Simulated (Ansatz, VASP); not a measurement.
Al in VASP and in Ansatz

```
CELL_PARAMETERS angstrom
0.00000 2.02481 2.02481
2.02481 0.00000 2.02481
2.02481 2.02481 0.00000
ATOMIC_POSITIONS crystal
Al 0.00000 0.00000 0.00000
```

Alike in both runs: task electric field gradients; functional LDA; k mesh 11 × 11 × 11; occupations fermi-dirac, width 0.01 eV; no spin polarisation.

|  | VASP | Ansatz |
| --- | --- | --- |
| version | VASP 6.6.1 | Ansatz 0.2.0 |
| potentials or method | VASP PAW LDA potentials, release 64 (Al), cutoff 400 eV | all-electron PAW datasets made for the crystal |

```csv
,VASP,Ansatz,Ansatz less VASP
gap on the k mesh at the Fermi level (eV),none,none,-
pressure (GPa),-3.7,-3.7,-0.02
```

LDA's correlation is that of Perdew and Zunger in VASP and of Perdew and Wang (1992) in Ansatz. A gap of «none» marks a metal or a gap that the smearing closes. Ansatz ran all-electron here, and VASP with PAW potentials.
